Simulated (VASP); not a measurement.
# SiO2 in VASP: single point with PBEsol

Aim: the single point of SiO2 with PBEsol.

Everything below comes from runs of VASP 6.6.1. Logs are shortened: lines on timing, memory, paths and dates and some standing lists are left out, and cuts for length are marked.

### Step 1. The cell of the first run

The cell holds a wire or tube with vacuum around it, 15 atoms: a = 19.800 Å, b = 11.100 Å, c = 2.679 Å, α = 90.00°, β = 90.00°, γ = 90.00°.

### Step 2. Single point, PBEsol, collinear spin

Contents of INCAR:

```
SYSTEM = SiO2
PREC     = Accurate       ! precision mode
ENCUT    = 520            ! plane-wave cutoff, eV
EDIFF    = 1E-7           ! SCF threshold, eV
ISMEAR   = 0              ! smearing method
SIGMA    = 0.05           ! smearing width, eV
LREAL    = Auto         
LASPH    = .True.         ! aspherical terms in the spheres
NELM     = 150            ! most SCF steps
ALGO     = Normal         ! electronic algorithm
ISIF     = 2              ! what is computed and relaxed
LWAVE    = .False.        ! write WAVECAR
LCHARG   = .True.         ! write CHGCAR
ISPIN    = 2              ! spin polarisation
MAGMOM   = 1 0 0 0 -1 1 0 0 0 0 0 0 0 0 -1 ! initial moments
LORBIT   = 11             ! projections on sites
GGA      = PS             ! functional
LELF     = .True.         ! ELF
LVHAR    = .True.       
NBANDS   = 57             ! bands
```

Contents of KPOINTS:

```
Automatic mesh
0
Gamma
  1 1 20
  0 0 0
```

Contents of POSCAR:

```
SiO2
1.0
   19.8000000000      0.0000000000      0.0000000000
    0.0000000000     11.1000000000      0.0000000000
    0.0000000000      0.0000000000      2.6785336904
Si O
5 10
Direct
    0.2656890686      0.5000000000      0.0000000000
    0.3828445343      0.5000000000      0.5000000000
    0.5000000000      0.5000000000      1.0000000000
    0.6171554657      0.5000000000      0.5000000000
    0.7343109314      0.5000000000      1.0000000000
    0.2266372467      0.5822052867      0.5000000000
    0.3437927124      0.5822052867      1.0000000000
    0.4609481781      0.5822052867      0.5000000000
    0.5781036438      0.5822052867      0.0000000000
    0.6952591095      0.5822052867      0.5000000000
    0.3047408905      0.4177947133      0.5000000000
    0.4218963562      0.4177947133      1.0000000000
    0.5390518219      0.4177947133      0.5000000000
    0.6562072876      0.4177947133      0.0000000000
    0.7733627533      0.4177947133      0.5000000000
```

Potentials or basis: VASP PAW PBE potentials, release 64 (Si, O).

Command:

```bash
cat potpaw_PBE.64/Si/POTCAR potpaw_PBE.64/O/POTCAR > POTCAR
mpirun -np 1 vasp_std > vasp.out
```

OUTCAR:

```text
SYSTEM = SiO2
   PREC = Accurate
   ENCUT = 520
   EDIFF = 1E-7
   ISMEAR = 0
   LREAL = Auto
   LASPH = .True.
   NELM = 150
   ISIF = 2
   ISPIN = 2
   LORBIT = 11
   GGA = PS

 ion  position               nearest neighbor table
   1  0.266  0.500  0.000-   6 1.80   6 1.80  11 1.80  11 1.80   7 1.80   2 2.68   2 2.68
   2  0.383  0.500  0.500-   7 1.80   7 1.80  12 1.80  12 1.80  11 1.80   8 1.80   1 2.68   3 2.68
                             1 2.68   3 2.68
   3  0.500  0.500  0.000-   8 1.80  13 1.80   8 1.80  13 1.80  12 1.80   9 1.80   2 2.68   4 2.68
                             2 2.68   4 2.68
   4  0.617  0.500  0.500-  14 1.80  14 1.80   9 1.80   9 1.80  13 1.80  10 1.80   3 2.68   5 2.68
                             3 2.68   5 2.68
   5  0.734  0.500  0.000-  15 1.80  15 1.80  10 1.80  10 1.80  14 1.80   4 2.68   4 2.68
   6  0.227  0.582  0.500-   1 1.80   1 1.80
   7  0.344  0.582  0.000-   2 1.80   2 1.80   1 1.80
   8  0.461  0.582  0.500-   3 1.80   3 1.80   2 1.80
   9  0.578  0.582  0.000-   4 1.80   4 1.80   3 1.80
  10  0.695  0.582  0.500-   5 1.80   5 1.80   4 1.80
  11  0.305  0.418  0.500-   1 1.80   1 1.80   2 1.80
  12  0.422  0.418  0.000-   2 1.80   2 1.80   3 1.80
  13  0.539  0.418  0.500-   3 1.80   3 1.80   4 1.80
  14  0.656  0.418  0.000-   4 1.80   4 1.80   5 1.80
  15  0.773  0.418  0.500-   5 1.80   5 1.80

  LATTYP: Found a simple orthorhombic cell.
 ALAT       =     2.6785336904
 B/A-ratio  =     4.1440583853
 C/A-ratio  =     7.3921041467

  Lattice vectors:

 A1 = (   0.0000000000,   0.0000000000,  -2.6785336904)
 A2 = (   0.0000000000,  11.1000000000,   0.0000000000)
 A3 = (  19.8000000000,   0.0000000000,   0.0000000000)

Analysis of symmetry for initial positions (statically):
=====================================================================
 Subroutine PRICEL returns:
 Original cell was already a primitive cell.

 Routine SETGRP: Setting up the symmetry group for a
 simple orthorhombic supercell.

 Subroutine GETGRP returns: Found  4 space group operations
 (whereof  4 operations were pure point group operations)
 out of a pool of  8 trial point group operations.

The static configuration has the point symmetry C_2h.

Analysis of symmetry for dynamics (positions and initial velocities):
=====================================================================
 Subroutine PRICEL returns:
 Original cell was already a primitive cell.

 Routine SETGRP: Setting up the symmetry group for a
 simple orthorhombic supercell.

 Subroutine GETGRP returns: Found  4 space group operations
 (whereof  4 operations were pure point group operations)
 out of a pool of  8 trial point group operations.

The dynamic configuration has the point symmetry C_2h.

Analysis of structural, dynamic, and magnetic symmetry:
=====================================================================
 Subroutine PRICEL returns:
 Original cell was already a primitive cell.

 Routine SETGRP: Setting up the symmetry group for a
 simple orthorhombic supercell.

 Subroutine GETGRP returns: Found  4 space group operations
 (whereof  4 operations were pure point group operations)
 out of a pool of  8 trial point group operations.

The overall configuration has the point symmetry C_2h.

 Subroutine INISYM returns: Found  4 space group operations
 (whereof  4 operations are pure point group operations),
 and found     1 'primitive' translations

----------------------------------------------------------------------------------------

                                     Primitive cell

  volume of cell :     588.6881

  direct lattice vectors                    reciprocal lattice vectors
    19.800000000  0.000000000  0.000000000     0.050505051  0.000000000  0.000000000
     0.000000000 11.100000000  0.000000000     0.000000000  0.090090090  0.000000000
     0.000000000  0.000000000  2.678533690     0.000000000  0.000000000  0.373338593

  length of vectors
    19.800000000 11.100000000  2.678533690     0.050505051  0.090090090  0.373338593

  position of ions in fractional coordinates (direct lattice)
     0.265689069  0.500000000  0.000000000
     0.382844534  0.500000000  0.500000000
     0.500000000  0.500000000  0.000000000
     0.617155466  0.500000000  0.500000000
     0.734310931  0.500000000  0.000000000
     0.226637247  0.582205287  0.500000000
     0.343792712  0.582205287  0.000000000
     0.460948178  0.582205287  0.500000000
     0.578103644  0.582205287  0.000000000
     0.695259110  0.582205287  0.500000000
     0.304740890  0.417794713  0.500000000
     0.421896356  0.417794713  0.000000000
     0.539051822  0.417794713  0.500000000
     0.656207288  0.417794713  0.000000000
     0.773362753  0.417794713  0.500000000

  ion indices of the primitive-cell ions
   primitive index   ion index
                 1           1
                 2           2
                 3           3
[... 69 lines left out ...]
   NELM   =    150;   NELMIN=  2; NELMDL= -5     # of ELM steps
   EDIFF  = 0.1E-06   stopping-criterion for ELM
   LREAL  =      T    real-space projection
   EDIFFG = 0.1E-05   stopping-criterion for IOM
   NSW    =      0    number of steps for IOM
   IBRION =     -1    ionic relax: 0-MD 1-quasi-New 2-CG
   NFREE  =      0    steps in history (QN), initial steepest desc. (CG)
   ISIF   =      2    stress and relaxation
   ISYM   =      2    0-nonsym 1-usesym 2-fastsym
   POTIM  = 0.5000    time-step for ionic-motion
   TEBEG  =    0.0;   TEEND  =   0.0 temperature during run
   PSTRESS=    0.0 pullay stress
   NELECT =      80.0000    total number of electrons
   NUPDOWN=      -1.0000    fix difference up-down
   EMIN   =  10.00;   EMAX   =-10.00  energy-range for DOS
   EFERMI =   0.00;   METHOD = LEGACY
   ISMEAR =     0;   SIGMA  =   0.05  broadening in eV -4-tet -1-fermi 0-gaus
   EFERMI_NEDOS =   21; number of points for ismear=-14 and -15
   IALGO  =     38    algorithm
   IMIX   =      4    mixing-type and parameters
     AMIX     =   0.40;   BMIX     =  1.00
     AMIX_MAG =   1.60;   BMIX_MAG =  1.00
  volume/ion in A,a.u.               =      39.25       264.84
  Fermi-wavevector in a.u.,A,eV,Ry     =   0.841672  1.590530  9.638535  0.708412
  Thomas-Fermi vector in A             =   1.956255
   LORBIT       =     11    0 simple, 1 ext, 2 COOP (PROOUT), +10 PAW based schemes
   GGA     = PS    functional components
   LHFCALC =     F    Hartree Fock is set to
   AEXX    =    0.0000 exact exchange contribution
   IVDW    =     0    specifies the selected vdW correction
   LEPSILON=     F    determine dielectric tensor
   LRPA    =     F    only Hartree local field effects (RPA)
 spin polarized calculation
 Gauss-broadening in eV      SIGMA  =   0.05
  energy-cutoff  :      520.00
  volume of cell :      588.69
 maximum number of plane-waves:     15924
 NGX is ok and might be reduce to   150
   NGX = 73   NGY = 41   NGZ =  9

 number of electron      79.9999966 magnetization       0.0000000

 number of electron      79.9999966 magnetization      -0.0000000

 Free energy of the ion-electron system (eV)
  ---------------------------------------------------
  ext. energy  EPLUGINS =         0.00000000
  ---------------------------------------------------
  free energy    TOTEN  =      -116.57773991 eV

  energy without entropy =     -116.57773991  energy(sigma->0) =     -116.57773991

 E-fermi :  -4.7340     XC(G=0):  -3.4213

 val. band max:       -4.9532132462   @ k =   0.0000   0.0000   0.5000
 cond. band min:      -1.3417091183   @ k =   0.0000   0.0000   0.0000
 fundamental gap:      3.6115041279
 Fermi energy:        -4.7339649781

 spin component 1

 k-point     1 :       0.0000    0.0000    0.0000
  band No.  band energies     occupation
      1     -26.8416      1.00000
      2     -26.3723      1.00000
      3     -25.6432      1.00000
      4     -24.7576      1.00000
      5     -23.1084      1.00000
      6     -23.0439      1.00000
[... 594 lines left out ...]
     51       6.0837      0.00000
     52       6.6007      0.00000
 Fermi energy:        -4.7339649781

 spin component 2

 k-point     1 :       0.0000    0.0000    0.0000
  band No.  band energies     occupation
      1     -26.8416      1.00000
      2     -26.3723      1.00000
      3     -25.6432      1.00000
      4     -24.7576      1.00000
      5     -23.1084      1.00000
      6     -23.0439      1.00000
[... 594 lines left out ...]
     51       6.0837      0.00000
     52       6.6007      0.00000
 [bands above 52 left out]

------------------------ aborting loop because EDIFF is reached ----------------------------------------

  FORCE on cell =-STRESS in cart. coord.  units (eV):
  Direction    XX          YY          ZZ          XY          YZ          ZX
  --------------------------------------------------------------------------------------
  -------------------------------------------------------------------------------------
  Total        1.7394323     -4.7740998     -9.4988180      3.9451752      0.0000000      0.0000000
  in kB        4.7340498    -12.9932202    -25.8520427     10.7372136      0.0000000      0.0000000
  external PRESSURE =     -11.3704044 kB  Pullay stress =       0.0000000 kB

 VOLUME and BASIS-vectors are now :
 -----------------------------------------------------------------------------
  energy-cutoff  :      520.00
  volume of cell :      588.69
      direct lattice vectors                 reciprocal lattice vectors
    19.800000000  0.000000000  0.000000000     0.050505051  0.000000000  0.000000000
     0.000000000 11.100000000  0.000000000     0.000000000  0.090090090  0.000000000
     0.000000000  0.000000000  2.678533690     0.000000000  0.000000000  0.373338593

 POSITION                                       TOTAL-FORCE (eV/Angst)
 -----------------------------------------------------------------------------------
      5.26064      5.55000      0.00000        -1.041295      5.286326      0.000000
      7.58032      5.55000      1.33927         0.200478      0.699151      0.000000
      9.90000      5.55000      0.00000         0.000000     -0.000000      0.000000
     12.21968      5.55000      1.33927        -0.200478     -0.699151      0.000000
     14.53936      5.55000      0.00000         1.041295     -5.286326      0.000000
      4.48742      6.46248      1.33927         0.765299     -3.708817      0.000000
      6.80710      6.46248      0.00000         0.575916     -0.514310      0.000000
      9.12677      6.46248      1.33927         0.080980     -0.008800      0.000000
     11.44645      6.46248      0.00000         0.085347      0.203955      0.000000
     13.76613      6.46248      1.33927         0.649730      1.587746      0.000000
      6.03387      4.63752      1.33927        -0.649730     -1.587746      0.000000
      8.35355      4.63752      0.00000        -0.085347     -0.203955      0.000000
     10.67323      4.63752      1.33927        -0.080980      0.008800      0.000000
     12.99290      4.63752      0.00000        -0.575916      0.514310     -0.000000
     15.31258      4.63752      1.33927        -0.765299      3.708817      0.000000
 -----------------------------------------------------------------------------------
    total drift:                                0.000000      0.000000      0.000000

  FREE ENERGIE OF THE ION-ELECTRON SYSTEM (eV)
  ---------------------------------------------------
  free  energy   TOTEN  =      -116.5777399146 eV

  energy  without entropy=     -116.5777399146  energy(sigma->0) =     -116.57773991

 total charge

# of ion       s       p       d       tot
------------------------------------------
    1        0.635   0.832   0.000   1.466
    2        0.608   0.887   0.000   1.495
    3        0.607   0.888   0.000   1.495
    4        0.608   0.887   0.000   1.495
    5        0.635   0.832   0.000   1.466
    6        1.574   3.415   0.000   4.990
    7        1.563   3.591   0.000   5.154
    8        1.561   3.599   0.000   5.160
    9        1.560   3.600   0.000   5.160
   10        1.561   3.589   0.000   5.150
   11        1.561   3.589   0.000   5.150
   12        1.560   3.600   0.000   5.160
   13        1.561   3.599   0.000   5.160
   14        1.563   3.591   0.000   5.154
   15        1.574   3.415   0.000   4.990
--------------------------------------------------
tot         18.730  39.915   0.000  58.646

 magnetization (x)

# of ion       s       p       d       tot
------------------------------------------
    1       -0.000  -0.000   0.000  -0.000
    2       -0.000  -0.000   0.000  -0.000
    3        0.000   0.000   0.000   0.000
    4        0.000   0.000   0.000   0.000
    5        0.000   0.000   0.000   0.000
    6       -0.000   0.000   0.000   0.000
    7        0.000   0.000   0.000   0.000
    8        0.000   0.000   0.000   0.000
    9        0.000  -0.000   0.000  -0.000
   10       -0.000  -0.000   0.000  -0.000
   11        0.000   0.000   0.000   0.000
   12       -0.000   0.000   0.000   0.000
   13       -0.000  -0.000   0.000  -0.000
   14       -0.000  -0.000   0.000  -0.000
   15        0.000  -0.000   0.000  -0.000
--------------------------------------------------
tot          0.000   0.000   0.000   0.000
```

Wall time 50 min (1 thread of Oxide Virtual Turin-like, shared host); peak memory 0.96 GiB.

What came out:

```
Free energy                                           : -116.5777 eV
Largest force                                         : 5.388 eV/Å
Band gap on the k mesh                                : 3.61 eV (least direct gap 3.91 eV)
Net moment                                            : 0.00 μB per cell
Valence electrons inside the program's atomic spheres : Si 1.47, 1.50 (each value once); O 4.99, 5.15, 5.16 (each value once)
```

Forces on the atoms (eV/Å):
```
Si  -1.041  5.286  0.000
Si   0.200  0.699  0.000
Si   0.000  0.000  0.000
Si  -0.200 -0.699  0.000
Si   1.041 -5.286  0.000
O    0.765 -3.709  0.000
O    0.576 -0.514  0.000
O    0.081 -0.009  0.000
O    0.085  0.204  0.000
O    0.650  1.588  0.000
O   -0.650 -1.588  0.000
O   -0.085 -0.204  0.000
O   -0.081  0.009  0.000
O   -0.576  0.514  0.000
O   -0.765  3.709  0.000
```

Levels at points of the mesh, in eV from the valence-band top:
Spin up:
| k point | band 38 | band 39 | band 40 | band 41 | band 42 | band 43 |
| --- | --- | --- | --- | --- | --- | --- |
| (0.00, 0.00, 0.00) | -0.74 | -0.36 | -0.30 | 3.61 | 3.67 | 6.70 |
| (0.00, 0.00, 0.50) | -0.31 | 0.00 | 0.00 | 4.32 | 4.32 | 7.74 |
Spin down:
```csv
k point,band 37,band 38,band 39,band 40,band 41,band 42,band 43,band 44
"(0.00, 0.00, 0.00)",-0.74,-0.74,-0.36,-0.30,3.61,3.67,6.70,7.36
"(0.00, 0.00, 0.50)",-0.32,-0.31,0.00,0.00,4.32,4.32,7.74,8.02
```

Caveat: the PAW data sets were made with another functional, which shifts forces and pressure a little.
